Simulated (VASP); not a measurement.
# EuS3 (P4/mmm) in VASP: further runs, part 2 of 2

VASP 6.6.1. The steps go on from the part before.

### 4 Relaxation of cell and atoms, PBE, collinear spin, ferromagnetic start

This run uses another cell than the first one, of 20.97 Å³/atom, 1.073 times its volume.

Input file INCAR:

```
SYSTEM = EuS3
  PREC = Accurate
  ENCUT = 600
  EDIFF = 1E-6
  ISMEAR = 0
  SIGMA = 0.1
  LREAL = .FALSE.
  LASPH = .TRUE.
  NELM = 150
  ALGO = Normal
  ISIF = 3
  LWAVE = .FALSE.
  LCHARG = .FALSE.
  ISPIN = 2
  MAGMOM = 7 0 0 0
  LORBIT = 11
  LMAXMIX = 6
  GGA = PE
  IBRION = 2
  NSW = 90
  EDIFFG = -0.04
```

Input file KPOINTS:

```
regular mesh
0
G
  4 4 4
  0 0 0
```

Input file POSCAR:

```
EuS3
1.0
    4.3694093900      0.0000000000      0.0000000000
    0.0000000000      4.3694093900      0.0000000000
    0.0000000000      0.0000000000      4.3927921000
Eu S
1 3
Direct
    0.0000000000      0.0000000000      0.0000000000
    0.0000000000      0.5000000000      0.5000000000
    0.5000000000      0.0000000000      0.5000000000
    0.5000000000      0.5000000000      0.0000000000
```

Potentials or basis: VASP PAW PBE potentials, release 64 (Eu, S).

On the command line:

```
$ cat potpaw_PBE.64/Eu/POTCAR potpaw_PBE.64/S/POTCAR > POTCAR
$ mpirun -np 1 vasp_std > vasp.out
```

OUTCAR:

```text
SYSTEM = EuS3
   PREC = Accurate
   ENCUT = 600
   EDIFF = 1E-6
   ISMEAR = 0
   LREAL = .FALSE.
   LASPH = .TRUE.
   NELM = 150
   ISIF = 3
   ISPIN = 2
   LORBIT = 11
   GGA = PE
   IBRION = 2
   NSW = 90
   EDIFFG = -0.04

 ion  position               nearest neighbor table
   1  0.000  0.000  0.000-   4 3.09   4 3.09   4 3.09   4 3.09   3 3.10   2 3.10   3 3.10   2 3.10
                             3 3.10   2 3.10   3 3.10   2 3.10
   2  0.000  0.500  0.500-   1 3.10   1 3.10   1 3.10   1 3.10
   3  0.500  0.000  0.500-   1 3.10   1 3.10   1 3.10   1 3.10
   4  0.500  0.500  0.000-   1 3.09   1 3.09   1 3.09   1 3.09

  LATTYP: Found a simple tetragonal cell.
 ALAT       =     4.3694093900
 C/A-ratio  =     1.0053514578

  Lattice vectors:

 A1 = (   4.3694093900,   0.0000000000,   0.0000000000)
 A2 = (   0.0000000000,   4.3694093900,   0.0000000000)
 A3 = (   0.0000000000,   0.0000000000,   4.3927921000)

Analysis of symmetry for initial positions (statically):
=====================================================================
 Subroutine PRICEL returns:
 Original cell was already a primitive cell.

 Routine SETGRP: Setting up the symmetry group for a
 simple tetragonal supercell.

 Subroutine GETGRP returns: Found 16 space group operations
 (whereof 16 operations were pure point group operations)
 out of a pool of 16 trial point group operations.

The static configuration has the point symmetry D_4h.

Analysis of symmetry for dynamics (positions and initial velocities):
=====================================================================
 Subroutine PRICEL returns:
 Original cell was already a primitive cell.

 Routine SETGRP: Setting up the symmetry group for a
 simple tetragonal supercell.

 Subroutine GETGRP returns: Found 16 space group operations
 (whereof 16 operations were pure point group operations)
 out of a pool of 16 trial point group operations.

The dynamic configuration has the point symmetry D_4h.

Analysis of structural, dynamic, and magnetic symmetry:
=====================================================================
 Subroutine PRICEL returns:
 Original cell was already a primitive cell.

 Routine SETGRP: Setting up the symmetry group for a
 simple tetragonal supercell.

 Subroutine GETGRP returns: Found 16 space group operations
 (whereof 16 operations were pure point group operations)
 out of a pool of 16 trial point group operations.

The overall configuration has the point symmetry D_4h.

 Subroutine INISYM returns: Found 16 space group operations
 (whereof 16 operations are pure point group operations),
 and found     1 'primitive' translations

----------------------------------------------------------------------------------------

                                     Primitive cell

  volume of cell :      83.8660

  direct lattice vectors                    reciprocal lattice vectors
     4.369409390  0.000000000  0.000000000     0.228863883  0.000000000  0.000000000
     0.000000000  4.369409390  0.000000000     0.000000000  0.228863883  0.000000000
[... 71 lines left out ...]
   NGXF,Y,Z  is equivalent  to a cutoff of  27.39, 27.39, 27.25 a.u.
 SYSTEM =  EuS3
   PREC   = accura    normal or accurate (medium, high low for compatibility)
   ISTART =      0    job   : 0-new  1-cont  2-samecut
   ICHARG =      2    charge: 1-file 2-atom 10-const
   ISPIN  =      2    spin polarized calculation?
   LNONCOLLINEAR =      F non collinear calculations
   LSORBIT =      F    spin-orbit coupling
   LASPH  =      T    aspherical Exc in radial PAW
   ENCUT  =  600.0 eV  44.10 Ry    6.64 a.u.   8.73  8.73  8.77*2*pi/ulx,y,z
   NELM   =    150;   NELMIN=  2; NELMDL= -5     # of ELM steps
   EDIFF  = 0.1E-05   stopping-criterion for ELM
   LREAL  =      F    real-space projection
   EDIFFG = -.4E-01   stopping-criterion for IOM
   NSW    =     90    number of steps for IOM
   IBRION =      2    ionic relax: 0-MD 1-quasi-New 2-CG
   NFREE  =      1    steps in history (QN), initial steepest desc. (CG)
   ISIF   =      3    stress and relaxation
   ISYM   =      2    0-nonsym 1-usesym 2-fastsym
   POTIM  = 0.5000    time-step for ionic-motion
   TEBEG  =    0.0;   TEEND  =   0.0 temperature during run
   PSTRESS=    0.0 pullay stress
   NELECT =      35.0000    total number of electrons
   NUPDOWN=      -1.0000    fix difference up-down
   EMIN   =  10.00;   EMAX   =-10.00  energy-range for DOS
   EFERMI =   0.00;   METHOD = LEGACY
   ISMEAR =     0;   SIGMA  =   0.10  broadening in eV -4-tet -1-fermi 0-gaus
   EFERMI_NEDOS =   21; number of points for ismear=-14 and -15
   IALGO  =     38    algorithm
   IMIX   =      4    mixing-type and parameters
     AMIX     =   0.40;   BMIX     =  1.00
     AMIX_MAG =   1.60;   BMIX_MAG =  1.00
  volume/ion in A,a.u.               =      20.97       141.49
  Fermi-wavevector in a.u.,A,eV,Ry     =   1.223401  2.311893 20.363973  1.496710
  Thomas-Fermi vector in A             =   2.358513
   LORBIT       =     11    0 simple, 1 ext, 2 COOP (PROOUT), +10 PAW based schemes
   GGA     = PE    functional components
   LHFCALC =     F    Hartree Fock is set to
   AEXX    =    0.0000 exact exchange contribution
   IVDW    =     0    specifies the selected vdW correction
   LEPSILON=     F    determine dielectric tensor
   LRPA    =     F    only Hartree local field effects (RPA)
 conjugate gradient relaxation of ions
 spin polarized calculation
 Gauss-broadening in eV      SIGMA  =   0.10
  energy-cutoff  :      600.00
  volume of cell :       83.87
 maximum number of plane-waves:      2824
 NGX is ok and might be reduce to    36
   NGX = 17   NGY = 17   NGZ = 17

--------------------------------------- Ionic step        1  -------------------------------------------

 number of electron      35.0000010 magnetization       6.2871144

 Free energy of the ion-electron system (eV)
  ---------------------------------------------------
  ext. energy  EPLUGINS =         0.00000000
  ---------------------------------------------------
  free energy    TOTEN  =       -25.97880239 eV

  energy without entropy =      -25.95753627  energy(sigma->0) =      -25.96816933

------------------------ aborting loop because EDIFF is reached ----------------------------------------

  FORCE on cell =-STRESS in cart. coord.  units (eV):
  Direction    XX          YY          ZZ          XY          YZ          ZX
  --------------------------------------------------------------------------------------
  -------------------------------------------------------------------------------------
  Total       -2.1954509     -2.1954509     -2.1314765      0.0000000      0.0000000      0.0000000
  in kB      -41.9419085    -41.9419085    -40.7197412      0.0000000      0.0000000      0.0000000
  external PRESSURE =     -41.5345194 kB  Pullay stress =       0.0000000 kB
[... 63 lines left out ...]
--------------------------------------- Ionic step        3  -------------------------------------------

 number of electron      34.9999992 magnetization       6.2827573

 Free energy of the ion-electron system (eV)
  ---------------------------------------------------
  ext. energy  EPLUGINS =         0.00000000
  ---------------------------------------------------
  free energy    TOTEN  =       -26.06486107 eV

  energy without entropy =      -26.04509401  energy(sigma->0) =      -26.05497754

 E-fermi :   5.3924     XC(G=0): -10.7407

 val. band max:        5.3880164388   @ k =   0.5000   0.0000   0.0000
 cond. band min:       5.4005205139   @ k =   0.5000   0.0000   0.0000
 fundamental gap:      0.0125040750
 Fermi energy:         5.3923803894

 spin component 1

 k-point     1 :       0.0000    0.0000    0.0000
  band No.  band energies     occupation
      1     -35.7033      1.00000
      2     -14.3496      1.00000
      3     -14.3450      1.00000
      4     -14.3450      1.00000
      5      -9.0931      1.00000
      6      -5.7605      1.00000
[... 493 lines left out ...]
     24       8.5448      0.00000
     25       9.7873      0.00000
 Fermi energy:         5.3923803894

 spin component 2

 k-point     1 :       0.0000    0.0000    0.0000
  band No.  band energies     occupation
      1     -32.7540      1.00000
      2     -12.2624      1.00000
      3     -12.2564      1.00000
      4     -12.2564      1.00000
      5      -9.1461      1.00000
      6      -5.8618      1.00000
[... 524 lines left out ...]
  FREE ENERGIE OF THE ION-ELECTRON SYSTEM (eV)
  ---------------------------------------------------
  free  energy   TOTEN  =       -26.0648610731 eV

  energy  without entropy=      -26.0450940108  energy(sigma->0) =      -26.05497754

 reached required accuracy - stopping structural energy minimisation

 total charge

# of ion       s       p       d       f       tot
--------------------------------------------------
    1        2.027   5.733   0.385   6.483  14.628
    2        1.398   2.199   0.000   0.000   3.596
    3        1.398   2.199   0.000   0.000   3.596
    4        1.396   2.204   0.000   0.000   3.600
--------------------------------------------------
tot          6.218  12.335   0.385   6.483  25.421

 magnetization (x)

# of ion       s       p       d       f       tot
--------------------------------------------------
    1       -0.014  -0.111   0.056   6.396   6.327
    2       -0.002  -0.072   0.000   0.000  -0.074
    3       -0.002  -0.072   0.000   0.000  -0.074
    4       -0.002  -0.070   0.000   0.000  -0.072
--------------------------------------------------
tot         -0.020  -0.326   0.056   6.396   6.106
```

CONTCAR:

```text
EuS3
   1.00000000000000
     4.2609785041040471    0.0000000000000000    0.0000000000000000
     0.0000000000000000    4.2609785041040471   -0.0000000000000000
     0.0000000000000000    0.0000000000000000    4.2869574840928477
  Eu              S
     1     3
Direct
     0.0000000000000000    0.0000000000000000    0.0000000000000000
     0.0000000000000000    0.5000000000000000    0.5000000000000000
     0.5000000000000000    0.0000000000000000    0.5000000000000000
     0.5000000000000000    0.5000000000000000    0.0000000000000000

  0.00000000E+00  0.00000000E+00  0.00000000E+00
  0.00000000E+00  0.00000000E+00  0.00000000E+00
  0.00000000E+00  0.00000000E+00  0.00000000E+00
  0.00000000E+00  0.00000000E+00  0.00000000E+00
```

Wall time 4.7 min (1 thread of Intel Xeon 6975P-C (Granite Rapids), shared host); peak memory 0.3 GiB.

Results:

* Free energy: -26.0649 eV
* Relaxed volume: 19.46 Å³/atom
* Relaxed cell: a = 4.261 Å, b = 4.261 Å, c = 4.287 Å, α = 90.00°, β = 90.00°, γ = 90.00°
* Space group after relaxing (to 0.05 Å): Pm-3m (No. 221)
* Energy gained by relaxing: 21.5 meV/atom
* Ionic steps: 3
* Pressure after relaxing: 0.1 GPa
* Net moment: 6.28 μB per cell
* Site moments: Eu +6.33; S -0.07 μB
* Valence electrons inside the program's atomic spheres: Eu 14.63; S 3.60

The path:
```tsv
step	energy change (eV)	largest force (eV/Å)	pressure (GPa)	volume (Å³)
1	0.0000	0.0000	-4.15	83.87
2	-0.0856	0.0000	0.37	77.44
3	-0.0861	0.0000	0.07	77.83
```

Final structure:
```
Eu S
1.0
     4.26098    0.00000    0.00000
     0.00000    4.26098    0.00000
     0.00000    0.00000    4.28696
Eu S
1 3
Direct
  0.00000 0.00000 0.00000
  0.00000 0.50000 0.50000
  0.50000 0.00000 0.50000
  0.50000 0.50000 0.00000
```

Levels at points of the mesh, in eV from the Fermi level:
Spin up:
```tsv
k point	band 17	band 18	band 19	band 20	band 21	band 22	band 23	band 24	band 25
(0.00, 0.00, 0.00)	-0.40	0.16	0.16	0.16	1.04	1.04	1.04	1.89	1.96
(0.50, 0.00, 0.00)	-0.44	-0.44	-0.35	-0.20	-0.19	0.00	0.03	3.24	4.15
(0.50, 0.50, 0.00)	-0.45	-0.40	-0.40	-0.23	-0.23	0.54	1.06	3.95	4.61
(0.00, 0.00, 0.50)	-0.44	-0.44	-0.36	-0.19	-0.19	0.06	0.06	3.24	4.11
(0.50, 0.00, 0.50)	-0.45	-0.40	-0.40	-0.24	-0.23	0.47	1.01	3.91	4.58
(0.50, 0.50, 0.50)	-0.48	-0.46	1.12	1.19	1.23	1.23	1.27	3.15	4.39
```
Spin down:
```
           k point  band 10  band 11  band 12  band 13  band 14  band 15  band 16  band 17  band 18  band 19
(0.00, 0.00, 0.00)    -4.40    -1.47    -1.47    -1.47     0.99     0.99     0.99     2.38     2.45     3.25
(0.50, 0.00, 0.00)    -3.14    -2.92    -2.32    -2.31    -1.83    -0.03     0.01     3.94     4.02     4.12
(0.50, 0.50, 0.00)    -3.08    -3.08    -2.32    -2.14    -2.14     0.49     1.04     4.11     4.11     4.15
(0.00, 0.00, 0.50)    -3.11    -2.93    -2.30    -2.30    -1.82     0.03     0.03     3.94     4.03     4.13
(0.50, 0.00, 0.50)    -3.07    -3.06    -2.31    -2.14    -2.13     0.43     0.99     4.10     4.11     4.14
(0.50, 0.50, 0.50)    -4.36    -4.36     0.64     0.64     0.69     1.10     1.16     3.61     4.24     4.24
```

Caveat: spin-orbit coupling is left out, which moves the levels of the heavy elements; a cell with one magnetic atom can't hold antiferromagnetic order, which such compounds often take; without U or exact exchange the open f shell lies at the Fermi level, which spoils levels, moments and volumes. With open d or f shells a metallic result of PBE can be an artefact of self-interaction; +U or a hybrid may open a gap.

### 5 Summary

| task | cell | cutoff (eV) | gap on the mesh (eV) | pressure (GPa) | moment (μB) |
| --- | --- | --- | --- | --- | --- |
| single point | a = 4.264, b = 4.264, c = 4.301 Å, 4 atoms | 520 | none | -0.3 | 6.28 |
| single point | a = 4.369, b = 4.369, c = 4.393 Å, 4 atoms | 520 | none | -4.4 | 6.29 |
| relaxation of cell and atoms | relaxed from a = 4.369, b = 4.369, c = 4.393 Å, 4 atoms | 600 | none | 0.1 | 6.28 |

Alike in all rows: level PBE; potentials or basis VASP PAW PBE potentials, release 64 (Eu, S); spin collinear, ferromagnetic start; k mesh 4 × 4 × 4; smearing gaussian 0.1 eV.

Caveats: some runs use coarse meshes; spin-orbit coupling is left out, which moves the levels of the heavy elements; a cell with one magnetic atom can't hold antiferromagnetic order, which such compounds often take; without U or exact exchange the open f shell lies at the Fermi level, which spoils levels, moments and volumes.

Total energies depend on the potentials used, so only differences within one code and one set of settings carry meaning.
